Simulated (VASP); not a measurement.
**Al15BN16 (a cell with a defect): single point with PBE**

System: Al15BN16 (a cell with a defect).

```
Al B N
1.0
     6.25951    0.00000    0.00000
    -3.12976    5.42090    0.00000
     0.00000    0.00000   10.03481
Al B N
15 1 16
Direct
  0.33002 0.16955 0.25545
  0.33208 0.16730 0.74476
  0.16656 0.33335 0.99975
  0.33014 0.65981 0.25543
  0.16139 0.83032 0.50152
  0.33225 0.66348 0.74413
  0.16853 0.83407 0.00041
  0.84032 0.16984 0.25542
  0.66909 0.33836 0.50156
  0.83598 0.16734 0.74436
  0.66556 0.33109 0.00051
  0.83333 0.66631 0.25045
  0.66812 0.83167 0.50136
  0.83328 0.66614 0.75220
  0.66555 0.83416 0.00035
  0.16700 0.33111 0.50701
  0.31636 0.18267 0.44819
  0.16802 0.33209 0.18830
  0.33105 0.16855 0.93694
  0.16783 0.33124 0.66940
  0.31459 0.63637 0.44791
  0.17104 0.83352 0.19327
  0.33106 0.66564 0.93639
  0.16609 0.83081 0.69037
  0.86443 0.18594 0.44803
  0.66621 0.32858 0.19340
  0.83407 0.16862 0.93649
  0.66841 0.33323 0.69031
  0.83138 0.66818 0.43969
  0.66656 0.83347 0.19284
  0.83195 0.66749 0.94255
  0.66877 0.83098 0.68996
```

```yaml
Program: VASP 6.6.1
Task: single point
Functional: PBE
Potentials_or_basis: VASP PAW PBE potentials, release 64 (Al, B, N)
Cutoff: 520 eV
k_mesh: 2 × 2 × 2, shifted
Occupations: fermi-dirac, width 0.01 eV
Spin: no spin polarisation
Dipole_correction: no
Mended: yes
Further_INCAR_settings: LREAL = Auto; ALGO = Normal; EDIFF = 1e-06; NBANDS = 86; ISYM = -1
```

- Pressure: -5.7 GPa
- Largest force: 0.415 eV/Å
- Band gap on the k mesh: 4.46 eV

Forces on the atoms (eV/Å):
```
Al   0.110 -0.063 -0.123
Al   0.130 -0.082 -0.097
Al  -0.129  0.068 -0.071
Al   0.107 -0.092 -0.108
Al  -0.155  0.011 -0.061
Al   0.105 -0.058 -0.073
Al  -0.131  0.062 -0.092
Al   0.134 -0.046 -0.107
Al  -0.081  0.118 -0.067
Al   0.097 -0.066 -0.087
Al  -0.121  0.077 -0.095
Al   0.132 -0.072 -0.085
Al  -0.100  0.061 -0.102
Al   0.140 -0.081 -0.102
Al  -0.129  0.072 -0.111
B   -0.151  0.110 -0.080
N    0.079 -0.029  0.118
N   -0.176  0.098  0.053
N    0.182 -0.102  0.037
N   -0.150  0.098 -0.035
N    0.369  0.034  0.139
N   -0.190  0.090  0.087
N    0.189 -0.103  0.105
N   -0.190  0.121  0.085
N    0.140 -0.367  0.133
N   -0.177  0.119  0.084
N    0.182 -0.105  0.108
N   -0.191  0.114  0.096
N    0.190 -0.106  0.042
N   -0.200  0.112  0.158
N    0.193 -0.105  0.129
N   -0.208  0.111  0.124
```

Stress tensor (GPa, compression positive):
```
-5.89 -0.36  0.00
-0.36 -6.27 -0.03
 0.00 -0.03 -4.93
```

Levels at points of the mesh, in eV from the valence-band top:
| k point | band 60 | band 61 | band 62 | band 63 | band 64 | band 65 | band 66 | band 67 | band 68 | band 69 |
| --- | --- | --- | --- | --- | --- | --- | --- | --- | --- | --- |
| (0.25, 0.25, 0.25) | -0.57 | -0.50 | -0.47 | -0.37 | -0.16 | 5.07 | 5.52 | 5.95 | 6.11 | 6.27 |

It took 2.1 min on 1 thread of Intel(R) Xeon(R) 6975P-C (Granite Rapids), with other jobs on the host, peak memory 0.45 GiB.
